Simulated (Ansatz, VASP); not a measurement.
**NaI in VASP and in Ansatz**

```
Na I
1.0
     0.01600    3.20825    3.20825
     3.20825    0.01600    3.20825
     3.20825    3.20825    0.01600
Na I
1 1
Direct
  0.00000 0.00000 0.00000
  0.50000 0.50000 0.50000
```

Change from the starting cell: equal xy, yz and zx engineering shears of +0.5 %.

Alike in both runs: functional PBEsol; k mesh 8 × 8 × 8; no spin polarisation.

Ansatz relaxed the structure, and its values are those at the end. VASP's run is a single point on that final structure, the one shown.

```csv
,VASP,Ansatz
version,VASP 6.6.1,Ansatz 0.2.0
potentials or method,"VASP PAW PBE potentials, release 64 (Na_pv, I), cutoff 520 eV","all-electron LAPW, scalar-relativistic"
occupations,"gaussian, width 0.01 eV",fixed
```

|  | VASP | Ansatz | Ansatz less VASP |
| --- | --- | --- | --- |
| gap on the k mesh at the Fermi level (eV) | 3.58 | 3.59 | +0.004 |
| pressure (GPa) | 0.1 | 0.0 | -0.03 |

VASP's potentials were made for PBE, not for PBEsol. Ansatz ran all-electron here, and VASP with PAW potentials.

Neither program's run includes spin-orbit coupling.
